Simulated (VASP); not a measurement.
# ScTa (Pm-3m) in VASP: density of states with PBE

Aim: the density of states of ScTa with PBE.

All numbers are computed with VASP 6.6.1; they aren't measurements. Logs are shortened: lines on timing, memory, paths and dates and some standing lists are left out, and cuts for length are marked.

## Step 1: The cell of the first run

It takes space group Pm-3m (No. 221, cubic). Conventional cell: a = 3.429 Å, b = 3.429 Å, c = 3.429 Å, α = 90.00°, β = 90.00°, γ = 90.00°. Within 3.9 Å of Sc (site symmetry m-3m) lie 8 Ta at 2.97 Å and 6 Sc at 3.43 Å. Ta (site symmetry m-3m) has 8 Sc at 2.97 Å and 6 Ta at 3.43 Å within 3.9 Å.

## Step 2: Density of states, PBE

Input file POSCAR:

```
ScTa
1.0
    3.4290919097      0.0000000000      0.0000000000
    0.0000000000      3.4290919097      0.0000000000
    0.0000000000      0.0000000000      3.4290919097
Sc Ta
1 1
Direct
    0.0000000000      0.0000000000      0.0000000000
    0.5000000000      0.5000000000      0.5000000000
```

Input file INCAR.step1:

```
SYSTEM = ScTa
  PREC = Accurate
  ENCUT = 520
  EDIFF = 1E-6
  ISMEAR = 0
  SIGMA = 0.1
  LREAL = .False.
  LASPH = .True.
  NELM = 100
  ALGO = Normal
  ISIF = 2
  LWAVE = .False.
  LCHARG = .True.
  LMAXMIX = 4
  GGA = PE
  NBANDS = 18
```

Input file KPOINTS.step1:

```
regular mesh
0
Gamma
  16 16 16
  0 0 0
```

Input file INCAR.step2:

```
SYSTEM = ScTa
  PREC = Accurate
  ENCUT = 520
  EDIFF = 1E-6
  ISMEAR = -5
  SIGMA = 0.1
  LREAL = .False.
  LASPH = .True.
  NELM = 100
  ALGO = Normal
  ISIF = 2
  LWAVE = .False.
  LCHARG = .False.
  LMAXMIX = 4
  GGA = PE
  LORBIT = 11
  NBANDS = 18
  NEDOS = 2001
  ICHARG = 11
```

Input file KPOINTS.step2:

```
regular mesh
0
Gamma
  24 24 24
  0 0 0
```

Potentials or basis: VASP PAW PBE potentials, release 64 (Sc_sv, Ta_pv).

Command:

```bash
cat potpaw_PBE.64/Sc_sv/POTCAR potpaw_PBE.64/Ta_pv/POTCAR > POTCAR
cp INCAR.step1 INCAR
cp KPOINTS.step1 KPOINTS
mpirun -np 1 vasp_std > vasp.out
cp INCAR.step2 INCAR
cp KPOINTS.step2 KPOINTS
mpirun -np 1 vasp_std > vasp.out
```

OUTCAR:

```text
SYSTEM = ScTa
   PREC = Accurate
   ENCUT = 520
   EDIFF = 1E-6
   ISMEAR = -5
   LREAL = .False.
   LASPH = .True.
   NELM = 100
   ISIF = 2
   GGA = PE
   LORBIT = 11
   ICHARG = 11

 ion  position               nearest neighbor table
   1  0.000  0.000  0.000-   2 2.97   2 2.97   2 2.97   2 2.97   2 2.97   2 2.97   2 2.97   2 2.97

   2  0.500  0.500  0.500-   1 2.97   1 2.97   1 2.97   1 2.97   1 2.97   1 2.97   1 2.97   1 2.97

  LATTYP: Found a simple cubic cell.
 ALAT       =     3.4290919097

  Lattice vectors:

 A1 = (   3.4290919097,   0.0000000000,   0.0000000000)
 A2 = (   0.0000000000,   3.4290919097,   0.0000000000)
 A3 = (   0.0000000000,   0.0000000000,   3.4290919097)

Analysis of symmetry for initial positions (statically):
=====================================================================
 Subroutine PRICEL returns:
 Original cell was already a primitive cell.

 Routine SETGRP: Setting up the symmetry group for a
 simple cubic supercell.

 Subroutine GETGRP returns: Found 48 space group operations
 (whereof 48 operations were pure point group operations)
 out of a pool of 48 trial point group operations.

The static configuration has the point symmetry O_h .

Analysis of symmetry for dynamics (positions and initial velocities):
=====================================================================
 Subroutine PRICEL returns:
 Original cell was already a primitive cell.

 Routine SETGRP: Setting up the symmetry group for a
 simple cubic supercell.

 Subroutine GETGRP returns: Found 48 space group operations
 (whereof 48 operations were pure point group operations)
 out of a pool of 48 trial point group operations.

The dynamic configuration has the point symmetry O_h .

 Subroutine INISYM returns: Found 48 space group operations
 (whereof 48 operations are pure point group operations),
 and found     1 'primitive' translations

----------------------------------------------------------------------------------------

                                     Primitive cell

  volume of cell :      40.3216

  direct lattice vectors                    reciprocal lattice vectors
     3.429091910  0.000000000  0.000000000     0.291622396  0.000000000  0.000000000
     0.000000000  3.429091910  0.000000000     0.000000000  0.291622396  0.000000000
     0.000000000  0.000000000  3.429091910     0.000000000  0.000000000  0.291622396

  length of vectors
     3.429091910  3.429091910  3.429091910     0.291622396  0.291622396  0.291622396

  position of ions in fractional coordinates (direct lattice)
     0.000000000  0.000000000  0.000000000
     0.500000000  0.500000000  0.500000000

  ion indices of the primitive-cell ions
   primitive index   ion index
                 1           1
                 2           2

----------------------------------------------------------------------------------------

 KPOINTS: regular mesh

Automatic generation of k-mesh.
 Grid dimensions read from file:
 generate k-points for:   24   24   24

 Generating k-lattice:

  Cartesian coordinates                     Fractional coordinates (reciprocal lattice)
     0.012150933  0.000000000  0.000000000     0.041666667  0.000000000  0.000000000
     0.000000000  0.012150933  0.000000000     0.000000000  0.041666667  0.000000000
     0.000000000  0.000000000  0.012150933     0.000000000  0.000000000  0.041666667

  Length of vectors
     0.012150933  0.012150933  0.012150933

  Shift w.r.t. Gamma in fractional coordinates (k-lattice)
     0.000000000  0.000000000  0.000000000

 TETIRR: Found   6890 inequivalent tetrahedra from    82944

 Subroutine IBZKPT returns following result:
 ===========================================

 Found    455 irreducible k-points:

 Following reciprocal coordinates:
            Coordinates               Weight
  0.000000  0.000000  0.000000      1.000000
  0.041667  0.000000  0.000000      6.000000
  0.083333  0.000000  0.000000      6.000000
  0.125000  0.000000  0.000000      6.000000
  0.166667  0.000000  0.000000      6.000000
  0.208333  0.000000  0.000000      6.000000
[... 16 lines left out ...]
  0.416667  0.041667  0.000000     24.000000
  0.458333  0.041667  0.000000     24.000000
 [... further k-points ...]
   k-points           NKPTS =    455   k-points in BZ     NKDIM =    455   number of bands    NBANDS=     18
   number of dos      NEDOS =   2001   number of ions     NIONS =      2
   total plane-waves  NPLWV =  21952
   dimension x,y,z NGX =    28 NGY =   28 NGZ =   28
   dimension x,y,z NGXF=    56 NGYF=   56 NGZF=   56
   ions per type =               1   1
   NGX,Y,Z   is equivalent  to a cutoff of  13.57, 13.57, 13.57 a.u.
   NGXF,Y,Z  is equivalent  to a cutoff of  27.15, 27.15, 27.15 a.u.
 SYSTEM =  ScTa
   PREC   = accura    normal or accurate (medium, high low for compatibility)
   ISTART =      0    job   : 0-new  1-cont  2-samecut
   ICHARG =     11    charge: 1-file 2-atom 10-const
   ISPIN  =      1    spin polarized calculation?
   LNONCOLLINEAR =      F non collinear calculations
   LSORBIT =      F    spin-orbit coupling
   LASPH  =      T    aspherical Exc in radial PAW
   ENCUT  =  520.0 eV  38.22 Ry    6.18 a.u.   6.38  6.38  6.38*2*pi/ulx,y,z
   NELM   =    100;   NELMIN=  2; NELMDL=  0     # of ELM steps
   EDIFF  = 0.1E-05   stopping-criterion for ELM
   LREAL  =      F    real-space projection
   EDIFFG = 0.1E-04   stopping-criterion for IOM
   NSW    =      0    number of steps for IOM
   IBRION =     -1    ionic relax: 0-MD 1-quasi-New 2-CG
   NFREE  =      0    steps in history (QN), initial steepest desc. (CG)
   ISIF   =      2    stress and relaxation
   ISYM   =      2    0-nonsym 1-usesym 2-fastsym
   POTIM  = 0.5000    time-step for ionic-motion
   TEBEG  =    0.0;   TEEND  =   0.0 temperature during run
   PSTRESS=    0.0 pullay stress
   NELECT =      22.0000    total number of electrons
   NUPDOWN=      -1.0000    fix difference up-down
   EMIN   =  10.00;   EMAX   =-10.00  energy-range for DOS
   EFERMI =   0.00;   METHOD = LEGACY
   ISMEAR =    -5;   SIGMA  =   0.10  broadening in eV -4-tet -1-fermi 0-gaus
   EFERMI_NEDOS =   21; number of points for ismear=-14 and -15
   IALGO  =     38    algorithm
   IMIX   =      4    mixing-type and parameters
     AMIX     =   0.40;   BMIX     =  1.00
     AMIX_MAG =   1.60;   BMIX_MAG =  1.00
  volume/ion in A,a.u.               =      20.16       136.05
  Fermi-wavevector in a.u.,A,eV,Ry     =   1.337735  2.527952 24.348083  1.789534
  Thomas-Fermi vector in A             =   2.466260
   LORBIT       =     11    0 simple, 1 ext, 2 COOP (PROOUT), +10 PAW based schemes
   GGA     = PE    functional components
   LHFCALC =     F    Hartree Fock is set to
   AEXX    =    0.0000 exact exchange contribution
   IVDW    =     0    specifies the selected vdW correction
   LEPSILON=     F    determine dielectric tensor
   LRPA    =     F    only Hartree local field effects (RPA)
 non-spin polarized calculation
 Fermi weights with tetrahedron method with Bloechl corrections
  energy-cutoff  :      520.00
  volume of cell :       40.32
 maximum number of plane-waves:      1108
 NGX is ok and might be reduce to    28

 number of electron      22.0000001 magnetization

 Free energy of the ion-electron system (eV)
  ---------------------------------------------------
  ext. energy  EPLUGINS =         0.00000000
  ---------------------------------------------------
  free energy    TOTEN  =       -17.13254261 eV

  energy without entropy =      -17.13254261  energy(sigma->0) =      -17.13254261

 E-fermi :   4.8193     XC(G=0): -11.3924

 val. band max:        4.8474902962   @ k =   0.3750   0.3750   0.1667
 cond. band min:       4.7753161446   @ k =   0.3333   0.3333   0.1250
 fundamental gap:     -0.0721741515
 Fermi energy:         4.8192675047

 k-point     1 :       0.0000    0.0000    0.0000
  band No.  band energies     occupation
      1     -43.6743      2.00000
      2     -29.3136      2.00000
      3     -29.3136      2.00000
      4     -29.3136      2.00000
      5     -22.2822      2.00000
      6     -22.2822      2.00000
[... 10 lines left out ...]
     17      10.2351      0.00000
     18      10.2351      0.00000

 k-point     2 :       0.0417    0.0000    0.0000
  band No.  band energies     occupation
      1     -43.6742      2.00000
      2     -29.3158      2.00000
      3     -29.3133      2.00000
      4     -29.3133      2.00000
      5     -22.2853      2.00000
      6     -22.2823      2.00000
[... 10 lines left out ...]
     17      10.0924      0.00000
     18      10.2129      0.00000

 k-point     3 :       0.0833    0.0000    0.0000
  band No.  band energies     occupation
      1     -43.6736      2.00000
      2     -29.3221      2.00000
      3     -29.3124      2.00000
      4     -29.3124      2.00000
      5     -22.2941      2.00000
      6     -22.2826      2.00000
[... 10 lines left out ...]
     17       9.7550      0.00000
     18      10.1458      0.00000

 k-point     4 :       0.1250    0.0000    0.0000
  band No.  band energies     occupation
      1     -43.6728      2.00000
      2     -29.3320      2.00000
      3     -29.3110      2.00000
      4     -29.3110      2.00000
      5     -22.3082      2.00000
      6     -22.2829      2.00000
[... 375 lines left out ...]
      4     -29.2983      2.00000
      5     -22.4304      2.00000
      6     -22.2883      2.00000
[... 10 lines left out ...]
     17       8.8977      0.00000
     18       9.0227      0.00000

 k-point    23 :       0.4167    0.0417    0.0000
  band No.  band energies     occupation
      1     -43.6643      2.00000
      2     -29.4299      2.00000
      3     -29.2996      2.00000
      4     -29.2969      2.00000
      5     -22.4439      2.00000
      6     -22.2886      2.00000
[... 10 lines left out ...]
     17       8.6649      0.00000
     18       8.9547      0.00000

 k-point    24 :       0.4583    0.0417    0.0000
  band No.  band energies     occupation
      1     -43.6638      2.00000
      2     -29.4360      2.00000
      3     -29.2988      2.00000
      4     -29.2960      2.00000
      5     -22.4524      2.00000
      6     -22.2888      2.00000
[... 10 lines left out ...]
     17       8.4694      0.00000
     18       8.9111      0.00000

 [... further k-points ...]
[... 5 lines left out ...]
  --------------------------------------------------------------------------------------
  -------------------------------------------------------------------------------------
  Total        0.0265107      0.0265107      0.0265107      0.0000000      0.0000000     -0.0000000
  in kB        1.0534014      1.0534014      1.0534014      0.0000000      0.0000000     -0.0000000
  external PRESSURE =       1.0534014 kB  Pullay stress =       0.0000000 kB

 VOLUME and BASIS-vectors are now :
 -----------------------------------------------------------------------------
  energy-cutoff  :      520.00
  volume of cell :       40.32
      direct lattice vectors                 reciprocal lattice vectors
     3.429091910  0.000000000  0.000000000     0.291622396  0.000000000  0.000000000
     0.000000000  3.429091910  0.000000000     0.000000000  0.291622396  0.000000000
     0.000000000  0.000000000  3.429091910     0.000000000  0.000000000  0.291622396

 POSITION                                       TOTAL-FORCE (eV/Angst)
 -----------------------------------------------------------------------------------
      0.00000      0.00000      0.00000         0.000000      0.000000      0.000000
      1.71455      1.71455      1.71455         0.000000      0.000000      0.000000
 -----------------------------------------------------------------------------------
    total drift:                               -0.000000      0.000000      0.000000

  FREE ENERGIE OF THE ION-ELECTRON SYSTEM (eV)
  ---------------------------------------------------
  free  energy   TOTEN  =       -17.1325426149 eV

  energy  without entropy=      -17.1325426149  energy(sigma->0) =      -17.13254261

 total charge

# of ion       s       p       d       tot
------------------------------------------
    1        2.279   6.170   1.170   9.620
    2        0.373   6.076   2.315   8.765
--------------------------------------------------
tot          2.653  12.246   3.485  18.384
```

Run time: 3.9 min. Hardware: 1 thread of Intel Xeon 6975P-C (Granite Rapids), shared host; peak memory 0.44 GiB.

What came out:

| Quantity | Value |
| --- | --- |
| Valence electrons inside the program's atomic spheres | Sc 9.62; Ta 8.77 |

Caveat: spin-orbit coupling is left out, which moves the levels of the heavy elements; tetrahedron occupations give inexact forces and stress in metals.
